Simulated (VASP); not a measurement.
## SrWN2: relaxation of cell and atoms with PBE

SrWN2:

```
CELL_PARAMETERS angstrom
3.48561 0.00000 0.00000
-1.74281 3.01863 0.00000
0.00000 0.00000 5.40270
ATOMIC_POSITIONS crystal
Sr 0.00000 0.00000 0.00000
W 0.00000 0.00000 0.50000
N 0.33333 0.66667 0.25000
N 0.66667 0.33333 0.75000
```

```
Program                : VASP 6.6.1
Task                   : relaxation of cell and atoms
Functional             : PBE
Potentials or basis    : VASP PAW PBE potentials, release 64 (Sr_sv, W_sv, N)
Cutoff                 : 600 eV
k mesh                 : 6 × 6 × 4
Occupations            : gaussian, width 0.1 eV
Spin                   : no spin polarisation
Dipole correction      : no
Further INCAR settings : ALGO = Normal; EDIFF = 1e-06; IBRION = 2; EDIFFG = -0.04; NSW = 90; ISIF = 3
```

```
Relaxed volume                        : 13.16 Å³/atom
Relaxed cell                          : a = 3.153 Å, b = 3.153 Å, c = 6.114 Å, α = 90.00°, β = 90.00°, γ = 120.00°
Space group after relaxing (to 0.1 Å) : P-3m1 (No. 164)
Energy gained by relaxing             : 853.0 meV/atom
Ionic steps                           : 9
Pressure after relaxing               : -0.1 GPa
Band gap on the k mesh                : zero (bands 17 and 18 overlap by 0.94 eV)
```

Stress tensor (GPa, compression positive):
```
 0.00  0.00  0.00
 0.00  0.00  0.00
 0.00  0.00 -0.42
```

Step by step:
```tsv
step	energy change (eV)	largest force (eV/Å)	pressure (GPa)	volume (Å³)
1	0.0000	4.9648	-4.22	56.85
2	-3.3205	1.2052	-3.39	53.01
3	-3.3835	0.6259	-1.28	52.45
4	-3.3861	0.5034	-0.74	52.33
5	-3.3854	0.4050	-0.28	52.22
6	-3.4066	0.0935	2.49	51.94
7	-3.4070	0.0367	2.16	51.98
8	-3.4081	0.0419	-2.08	53.23
9	-3.4121	0.0016	-0.14	52.64
```

Final structure:
```
CELL_PARAMETERS angstrom
3.15297 0.00000 0.00000
-1.57648 2.73055 0.00000
0.00000 0.00000 6.11386
ATOMIC_POSITIONS crystal
Sr 0.00000 0.00000 0.00000
W 0.00000 0.00000 0.50000
N 0.33333 0.66667 0.30555
N 0.66667 0.33333 0.69445
```

Levels at points of the mesh, in eV from the Fermi level:
```tsv
k point	band 14	band 15	band 16	band 17	band 18	band 19	band 20	band 21
(0.00, 0.00, 0.00)	-2.24	-1.75	-1.75	-1.59	-0.55	-0.55	2.37	2.82
(0.50, 0.00, 0.00)	-4.34	-2.83	-2.61	-1.95	0.31	1.51	1.85	4.55
(0.00, 0.00, 0.50)	-3.83	-2.08	-2.08	-0.43	-0.43	0.64	0.69	3.91
(0.50, 0.00, 0.50)	-4.35	-4.10	-3.01	-0.82	0.12	1.53	1.90	5.30
```

Wall time 2.1 min on 1 thread of AMD EPYC 9R45 96-Core Processor (Zen 5), on a shared host, peak memory 0.19 GiB.

Caveat: spin-orbit coupling is left out, which moves the levels of the heavy elements.
